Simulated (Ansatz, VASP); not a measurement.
## Two plane-wave programs on B3N

```
B N
1.0
     2.40692    0.00921   -0.05375
     0.00921    2.49779    0.02264
    -0.19406    0.08176    8.84549
B N
6 2
Direct
  0.49681 0.00939 0.34725
  0.51660 0.00919 0.82637
  0.95305 0.97103 0.01378
  0.98338 0.97393 0.50266
  0.00972 0.45408 0.16626
  0.02074 0.56407 0.65296
  0.54525 0.51930 0.25189
  0.47444 0.49901 0.73883
```

Change from the starting cell: cell x2, atoms moved at random (sigma 0.1 Å) and cell strained at random (1.5 %), then relaxed without symmetry.

Alike in both runs: task relaxation of cell and atoms; functional PBE; k mesh 8 × 8 × 4; occupations gaussian, width 0.2 eV; no spin polarisation.

```csv
,VASP,Ansatz
version,VASP 6.6.1,Ansatz 0.2.0
potentials or method,"VASP PAW PBE potentials, release 64 (B, N), cutoff 600 eV","scalar-relativistic, plane waves, PAW"
valence electrons in the cell,28,28
```

```csv
,VASP,Ansatz,Ansatz less VASP
"gap on the k mesh at the Fermi level, each at its own relaxed structure (eV)",none,none,-
relaxed volume (Å³/atom),6.73,6.73,0.000
relaxed cell length with the largest relative difference (Å),2.455,2.455,-0.0001
```

A gap of «none» marks a metal or a gap that the smearing closes.
